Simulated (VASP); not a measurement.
# LuAl3N4 (P-6m2) in VASP: single point with PBE

Aim: the single point of LuAl3N4 with PBE.

Everything below comes from runs of VASP 6.6.1. Logs are shortened: lines on timing, memory, paths and dates and some standing lists are left out, and cuts for length are marked.

### Step 1. The cell of the first run

It takes space group P-6m2 (No. 187, hexagonal). Conventional cell: a = 6.555 Å, b = 6.555 Å, c = 4.598 Å, α = 90.00°, β = 90.00°, γ = 120.00°. Lu (site symmetry -6m2) has 3 N at 2.06 Å within 2.7 Å. Within 2.4 Å of Al (site symmetry mm2) lie 3 N at 1.81 to 1.90 Å. N (site symmetry -6m2) has 3 Al at 1.90 Å within 2.5 Å. N (site symmetry mm2) has 2 Al at 1.81 Å and 1 Lu at 2.06 Å within 2.4 Å.

### Step 2. Single point, PBE

INCAR

```
SYSTEM = LuAl3N4
PREC = Accurate
ENCUT = 520
EDIFF = 1E-6
ISMEAR = 0
SIGMA = 0.15
LREAL = .FALSE.
LASPH = .TRUE.
NELM = 100
ALGO = Normal
ISIF = 2
LWAVE = .FALSE.
LCHARG = .FALSE.
GGA = PE
NBANDS = 37
```

KPOINTS

```
Automatic mesh
0
G
  3 3 3
  0 0 0
```

POSCAR

```
LuAl3N4
1.0
    6.5550269137      0.0000000000      0.0000000000
   -3.2775134569      5.6768198298      0.0000000000
    0.0000000000      0.0000000000      4.5976635464
Lu Al N
1 3 4
Direct
    0.0000000000      0.0000000000      0.5000000000
    0.4990076939      0.5009923061      0.5000000000
    0.4990076939      0.9980153877      0.5000000000
    0.0019846123      0.5009923061      0.5000000000
    0.6666666667      0.3333333333      0.5000000000
    0.1815779796      0.8184220204      0.5000000000
    0.1815779796      0.3631559591      0.5000000000
    0.6368440409      0.8184220204      0.5000000000
```

Potentials or basis: VASP PAW PBE potentials, release 64 (Lu, Al, N).

On the command line:

```bash
cat potpaw_PBE.64/Lu/POTCAR potpaw_PBE.64/Al/POTCAR potpaw_PBE.64/N/POTCAR > POTCAR
mpirun -np 1 vasp_std > vasp.out
```

OUTCAR:

```text
SYSTEM = LuAl3N4
   PREC = Accurate
   ENCUT = 520
   EDIFF = 1E-6
   ISMEAR = 0
   LREAL = .FALSE.
   LASPH = .TRUE.
   NELM = 100
   ISIF = 2
   GGA = PE

 ion  position               nearest neighbor table
   1  0.000  0.000  0.500-   8 2.06   7 2.06   6 2.06   3 3.28   4 3.28   2 3.28   2 3.28   3 3.28
                             4 3.28
   2  0.499  0.501  0.500-   7 1.81   8 1.81   5 1.90   4 3.26   3 3.26   1 3.28   1 3.28   4 3.30
                             3 3.30
   3  0.499  0.998  0.500-   6 1.81   8 1.81   5 1.90   4 3.26   2 3.26   1 3.28   1 3.28   4 3.30
                             2 3.30
   4  0.002  0.501  0.500-   7 1.81   6 1.81   5 1.90   2 3.26   3 3.26   1 3.28   1 3.28   2 3.30
                             3 3.30
   5  0.667  0.333  0.500-   4 1.90   2 1.90   3 1.90
   6  0.182  0.818  0.500-   3 1.81   4 1.81   1 2.06
   7  0.182  0.363  0.500-   2 1.81   4 1.81   1 2.06
   8  0.637  0.818  0.500-   3 1.81   2 1.81   1 2.06

  LATTYP: Found a hexagonal cell.
 ALAT       =     6.5550269137
 C/A-ratio  =     0.7013950678

  Lattice vectors:

 A1 = (   6.5550269137,   0.0000000000,   0.0000000000)
 A2 = (  -3.2775134569,   5.6768198298,   0.0000000000)
 A3 = (   0.0000000000,   0.0000000000,   4.5976635464)

Analysis of symmetry for initial positions (statically):
=====================================================================
 Subroutine PRICEL returns:
 Original cell was already a primitive cell.

 Routine SETGRP: Setting up the symmetry group for a
 hexagonal supercell.

 Subroutine GETGRP returns: Found 12 space group operations
 (whereof 12 operations were pure point group operations)
 out of a pool of 24 trial point group operations.

The static configuration has the point symmetry D_3h.

Analysis of symmetry for dynamics (positions and initial velocities):
=====================================================================
 Subroutine PRICEL returns:
 Original cell was already a primitive cell.

 Routine SETGRP: Setting up the symmetry group for a
 hexagonal supercell.

 Subroutine GETGRP returns: Found 12 space group operations
 (whereof 12 operations were pure point group operations)
 out of a pool of 24 trial point group operations.

The dynamic configuration has the point symmetry D_3h.

 Subroutine INISYM returns: Found 12 space group operations
 (whereof 12 operations are pure point group operations),
 and found     1 'primitive' translations

----------------------------------------------------------------------------------------

                                     Primitive cell

  volume of cell :     171.0869

  direct lattice vectors                    reciprocal lattice vectors
     6.555026914  0.000000000  0.000000000     0.152554675  0.088077483  0.000000000
    -3.277513457  5.676819830  0.000000000     0.000000000  0.176154965  0.000000000
     0.000000000  0.000000000  4.597663546     0.000000000  0.000000000  0.217501779

  length of vectors
     6.555026914  6.555026914  4.597663546     0.176154965  0.176154965  0.217501779

  position of ions in fractional coordinates (direct lattice)
     0.000000000  0.000000000  0.500000000
     0.499007694  0.500992306  0.500000000
     0.499007694  0.998015388  0.500000000
     0.001984612  0.500992306  0.500000000
     0.666666667  0.333333333  0.500000000
     0.181577980  0.818422020  0.500000000
     0.181577980  0.363155959  0.500000000
     0.636844041  0.818422020  0.500000000

  ion indices of the primitive-cell ions
   primitive index   ion index
                 1           1
                 2           2
                 3           3
                 4           4
                 5           5
                 6           6
                 7           7
                 8           8

----------------------------------------------------------------------------------------

 KPOINTS: Automatic mesh

Automatic generation of k-mesh.
 Grid dimensions read from file:
 generate k-points for:    3    3    3

 Generating k-lattice:

  Cartesian coordinates                     Fractional coordinates (reciprocal lattice)
     0.050851558  0.029359161  0.000000000     0.333333333 -0.000000000  0.000000000
     0.000000000  0.058718322  0.000000000     0.000000000  0.333333333  0.000000000
     0.000000000  0.000000000  0.072500593     0.000000000  0.000000000  0.333333333

  Length of vectors
     0.058718322  0.058718322  0.072500593

  Shift w.r.t. Gamma in fractional coordinates (k-lattice)
     0.000000000  0.000000000  0.000000000

 Subroutine IBZKPT returns following result:
 ===========================================

 Found      6 irreducible k-points:

 Following reciprocal coordinates:
            Coordinates               Weight
  0.000000  0.000000  0.000000      1.000000
  0.333333  0.000000  0.000000      6.000000
  0.333333  0.333333  0.000000      2.000000
  0.000000  0.000000  0.333333      2.000000
  0.333333  0.000000  0.333333     12.000000
  0.333333  0.333333  0.333333      4.000000
   k-points           NKPTS =      6   k-points in BZ     NKDIM =      6   number of bands    NBANDS=     37
   number of dos      NEDOS =    301   number of ions     NIONS =      8
   total plane-waves  NPLWV =  90000
   dimension x,y,z NGX =    50 NGY =   50 NGZ =   36
   dimension x,y,z NGXF=   100 NGYF=  100 NGZF=   72
   ions per type =               1   3   4
   NGX,Y,Z   is equivalent  to a cutoff of  12.68, 12.68, 13.02 a.u.
   NGXF,Y,Z  is equivalent  to a cutoff of  25.36, 25.36, 26.03 a.u.
 SYSTEM =  LuAl3N4
   PREC   = accura    normal or accurate (medium, high low for compatibility)
   ISTART =      0    job   : 0-new  1-cont  2-samecut
   ICHARG =      2    charge: 1-file 2-atom 10-const
   ISPIN  =      1    spin polarized calculation?
   LNONCOLLINEAR =      F non collinear calculations
   LSORBIT =      F    spin-orbit coupling
   LASPH  =      T    aspherical Exc in radial PAW
   ENCUT  =  520.0 eV  38.22 Ry    6.18 a.u.  12.19 12.19  8.55*2*pi/ulx,y,z
   NELM   =    100;   NELMIN=  2; NELMDL= -5     # of ELM steps
   EDIFF  = 0.1E-05   stopping-criterion for ELM
   LREAL  =      F    real-space projection
   EDIFFG = 0.1E-04   stopping-criterion for IOM
   NSW    =      0    number of steps for IOM
   IBRION =     -1    ionic relax: 0-MD 1-quasi-New 2-CG
   NFREE  =      0    steps in history (QN), initial steepest desc. (CG)
   ISIF   =      2    stress and relaxation
   ISYM   =      2    0-nonsym 1-usesym 2-fastsym
   POTIM  = 0.5000    time-step for ionic-motion
   TEBEG  =    0.0;   TEEND  =   0.0 temperature during run
   PSTRESS=    0.0 pullay stress
   NELECT =      54.0000    total number of electrons
   NUPDOWN=      -1.0000    fix difference up-down
   EMIN   =  10.00;   EMAX   =-10.00  energy-range for DOS
   EFERMI =   0.00;   METHOD = LEGACY
   ISMEAR =     0;   SIGMA  =   0.15  broadening in eV -4-tet -1-fermi 0-gaus
   EFERMI_NEDOS =   21; number of points for ismear=-14 and -15
   IALGO  =     38    algorithm
   IMIX   =      4    mixing-type and parameters
     AMIX     =   0.40;   BMIX     =  1.00
     AMIX_MAG =   1.60;   BMIX_MAG =  1.00
  volume/ion in A,a.u.               =      21.39       144.32
  Fermi-wavevector in a.u.,A,eV,Ry     =   1.114638  2.106360 16.904120  1.242418
  Thomas-Fermi vector in A             =   2.251235
   LORBIT       =      0    0 simple, 1 ext, 2 COOP (PROOUT), +10 PAW based schemes
   GGA     = PE    functional components
   LHFCALC =     F    Hartree Fock is set to
   AEXX    =    0.0000 exact exchange contribution
   IVDW    =     0    specifies the selected vdW correction
   LEPSILON=     F    determine dielectric tensor
   LRPA    =     F    only Hartree local field effects (RPA)
 non-spin polarized calculation
 Gauss-broadening in eV      SIGMA  =   0.15
  energy-cutoff  :      520.00
  volume of cell :      171.09
 maximum number of plane-waves:      4632
 NGX is ok and might be reduce to    50
   NGX = 25   NGY = 25   NGZ = 17

 number of electron      54.0000011 magnetization

 Free energy of the ion-electron system (eV)
  ---------------------------------------------------
  ext. energy  EPLUGINS =         0.00000000
  ---------------------------------------------------
  free energy    TOTEN  =       -54.86262307 eV

  energy without entropy =      -54.86261854  energy(sigma->0) =      -54.86262080

 E-fermi :   1.1471     XC(G=0):  -7.7842

 val. band max:        0.7025354549   @ k =   0.3333   0.3333   0.3333
 cond. band min:       1.5519543123   @ k =   0.0000   0.0000   0.0000
 fundamental gap:      0.8494188573
 Fermi energy:         1.1471136424

 k-point     1 :       0.0000    0.0000    0.0000
  band No.  band energies     occupation
      1     -53.2027      2.00000
      2     -24.3567      2.00000
      3     -24.0135      2.00000
      4     -24.0135      2.00000
      5     -12.8388      2.00000
      6     -11.8050      2.00000
[... 29 lines left out ...]
     36       7.5344      0.00000
     37       8.1625      0.00000

 k-point     2 :       0.3333    0.0000    0.0000
  band No.  band energies     occupation
      1     -53.2027      2.00000
      2     -24.3567      2.00000
      3     -24.0147      2.00000
      4     -24.0138      2.00000
      5     -12.5655      2.00000
      6     -11.9761      2.00000
[... 29 lines left out ...]
     36       7.5169      0.00000
     37       7.8254      0.00000

 k-point     3 :       0.3333    0.3333    0.0000
  band No.  band energies     occupation
      1     -53.2027      2.00000
      2     -24.3567      2.00000
      3     -24.0150      2.00000
      4     -24.0143      2.00000
      5     -12.3176      2.00000
      6     -12.0290      2.00000
[... 29 lines left out ...]
     36       7.1039      0.00000
     37       7.8744      0.00000

 k-point     4 :       0.0000    0.0000    0.3333
  band No.  band energies     occupation
      1     -53.2026      2.00000
      2     -24.3641      2.00000
      3     -24.0128      2.00000
      4     -24.0128      2.00000
      5     -12.8137      2.00000
      6     -11.7927      2.00000
[... 29 lines left out ...]
     36       7.3630      0.00000
     37       7.3790      0.00000

 k-point     5 :       0.3333    0.0000    0.3333
  band No.  band energies     occupation
      1     -53.2026      2.00000
      2     -24.3641      2.00000
      3     -24.0140      2.00000
      4     -24.0131      2.00000
      5     -12.5429      2.00000
      6     -11.9596      2.00000
[... 29 lines left out ...]
     36       6.9295      0.00000
     37       7.3523      0.00000

 k-point     6 :       0.3333    0.3333    0.3333
  band No.  band energies     occupation
      1     -53.2026      2.00000
      2     -24.3641      2.00000
      3     -24.0143      2.00000
      4     -24.0136      2.00000
      5     -12.2992      2.00000
      6     -12.0087      2.00000
[... 29 lines left out ...]
     36       7.2971      0.00000
     37       7.3266      0.00000

------------------------ aborting loop because EDIFF is reached ----------------------------------------

  FORCE on cell =-STRESS in cart. coord.  units (eV):
  Direction    XX          YY          ZZ          XY          YZ          ZX
  --------------------------------------------------------------------------------------
  -------------------------------------------------------------------------------------
  Total        0.2564823      0.2564823      0.4588244     -0.0000000     -0.0000000      0.0000000
  in kB        2.4018798      2.4018798      4.2967519     -0.0000000     -0.0000000      0.0000000
  external PRESSURE =       3.0335039 kB  Pullay stress =       0.0000000 kB

 VOLUME and BASIS-vectors are now :
 -----------------------------------------------------------------------------
  energy-cutoff  :      520.00
  volume of cell :      171.09
      direct lattice vectors                 reciprocal lattice vectors
     6.555026914  0.000000000  0.000000000     0.152554675  0.088077483  0.000000000
    -3.277513457  5.676819830  0.000000000     0.000000000  0.176154965  0.000000000
     0.000000000  0.000000000  4.597663546     0.000000000  0.000000000  0.217501779

 POSITION                                       TOTAL-FORCE (eV/Angst)
 -----------------------------------------------------------------------------------
      0.00000      0.00000      2.29883         0.000000      0.000000      0.000000
      1.62900      2.84404      2.29883        -0.000807      0.000466      0.000000
      0.00000      5.66555      2.29883         0.000000     -0.000931     -0.000000
     -1.62900      2.84404      2.29883         0.000807      0.000466      0.000000
      3.27751      1.89227      2.29883         0.000000      0.000000      0.000000
     -1.49214      4.64603      2.29883         0.074658     -0.043104      0.000000
      0.00000      2.06157      2.29883        -0.000000      0.086207     -0.000000
      1.49214      4.64603      2.29883        -0.074658     -0.043104      0.000000
 -----------------------------------------------------------------------------------
    total drift:                               -0.000002      0.000001      0.000000

  FREE ENERGIE OF THE ION-ELECTRON SYSTEM (eV)
  ---------------------------------------------------
  free  energy   TOTEN  =       -54.8626230680 eV

  energy  without entropy=      -54.8626185369  energy(sigma->0) =      -54.86262080
```

Run time: 49 s. Hardware: 1 thread of Intel Xeon Platinum 8488C (Sapphire Rapids), shared host; peak memory 0.3 GiB.

Results:

| Property | Result |
| --- | --- |
| Free energy | -54.8626 eV |
| Pressure | 0.3 GPa |
| Largest force | 0.086 eV/Å |
| Band gap on the k mesh | 0.85 eV, indirect (least direct gap 1.19 eV) |

Forces on the atoms (eV/Å):
```
Lu   0.000  0.000  0.000
Al  -0.001  0.000  0.000
Al   0.000 -0.001  0.000
Al   0.001  0.000  0.000
N    0.000  0.000  0.000
N    0.075 -0.043  0.000
N    0.000  0.086  0.000
N   -0.075 -0.043  0.000
```

Stress tensor (GPa, compression positive):
```
0.24 0.00 0.00
0.00 0.24 0.00
0.00 0.00 0.43
```

Levels at points of the mesh, in eV from the valence-band top:
```csv
k point,band 23,band 24,band 25,band 26,band 27,band 28,band 29,band 30,band 31,band 32
"(0.00, 0.00, 0.00)",-0.70,-0.70,-0.44,-0.44,-0.34,0.85,3.32,4.39,4.39,4.94
```

Caveat: the k points lie up to 0.46 Å⁻¹ apart; spin-orbit coupling is left out, which moves the levels of the heavy elements.
